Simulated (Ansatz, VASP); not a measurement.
## One calculation of P, two programs

```xyz
4
Lattice="3.4479 0.0000 0.0000 0.0000 36.5999 0.0000 0.0000 0.0000 4.7479" Properties=species:S:1:pos:R:3 pbc="T T T"
P     0.0000   35.5115    2.8115
P     0.0000    1.0884    1.9364
P     1.7240    1.0884    0.4375
P     1.7240   35.5115    4.3104
```

Change from the starting cell: strain +0.050 along x and y, +0.025 along z, atoms carried along.

Alike in both runs: task single point; functional PBEsol; k mesh 8 × 1 × 6; occupations gaussian, width 0.05 eV; no spin polarisation.

|  | VASP | Ansatz |
| --- | --- | --- |
| version | VASP 6.6.1 | Ansatz 0.2.0 |
| potentials or method | VASP PAW PBE potentials, release 64 (P), cutoff 520 eV | scalar-relativistic, plane waves, PAW |
| valence electrons in the cell | 20 | 20 |

```tsv
	VASP	Ansatz	Ansatz less VASP
gap on the k mesh at the Fermi level (eV)	0.86	0.84	-0.016
least direct gap on the mesh (eV)	0.86	0.84	-0.016
rms of the force components (eV/Å)	0.423	0.415	-0.0081
```

VASP's potentials were made for PBE, not for PBEsol. Atom by atom the forces differ by 0.010 eV/Å (rms over components). With one functional, cell and mesh, what is left measures potentials, basis and numerics.
